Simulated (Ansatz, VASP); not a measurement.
Two plane-wave programs on LiCl

The input INCAR:

```
  PREC = Accurate
  ENCUT = 520
  EDIFF = 1E-7
  ISMEAR = 0
  SIGMA = 0.05
  LREAL = False
  LASPH = True
  NELM = 80
  ALGO = Normal
  ISIF = 2
  LWAVE = False
  LCHARG = False
  GGA = PE
  NBANDS = 12
```

Contents of KPOINTS:

```
Automatic mesh
0
Gamma
  8 8 8
```

POSCAR

```
LiCl
1.0
    0.0000000000      2.5006410000      2.5647600000
    2.5006410000      0.0000000000      2.5647600000
    2.5006410000      2.5006410000      0.0000000000
Li Cl
1 1
Direct
    0.0000000000      0.0000000000      0.0000000000
    0.5000000000      0.5000000000      0.5000000000
```

Input for Ansatz:

```yaml
crystal:
  lattice:
    - [0.0, 2.500641, 2.56476]
    - [2.500641, 0.0, 2.56476]
    - [2.500641, 2.500641, 0.0]
  atoms:
    - { symbol: Li, position: [0.0, 0.0, 0.0] }
    - { symbol: Cl, position: [0.5, 0.5, 0.5] }
basis:
  ecutwfc: 420
kpoints:
  mp_grid: { grid: [8, 8, 8] }
hamiltonian:
  xc: pbe
scf:
  occupations: { method: gaussian, width: 0.05 }
output:
  forces: true
  stress: true
  eigenvalues: true
```

Change from the starting cell: strain -0.025 along x and y, +0.000 along z, atoms carried along.

Alike in both runs: task single point; functional PBE; k mesh 8 × 8 × 8; occupations gaussian, width 0.05 eV; no spin polarisation.

|  | VASP | Ansatz |
| --- | --- | --- |
| version | VASP 6.6.1 | Ansatz 0.2.0 |
| potentials or method | VASP PAW PBE potentials, release 64 (Li_sv, Cl), cutoff 520 eV | scalar-relativistic, plane waves, PAW |
| valence electrons in the cell | 10 | 10 |

|  | VASP | Ansatz | Ansatz less VASP |
| --- | --- | --- | --- |
| gap on the k mesh at the Fermi level (eV) | 6.60 | 6.59 | -0.013 |
| least direct gap on the mesh (eV) | 6.60 | 6.59 | -0.013 |

Noted on VASP's run: the cutoff is under 1.25 times that of the potentials, so the pressure is a little rough.
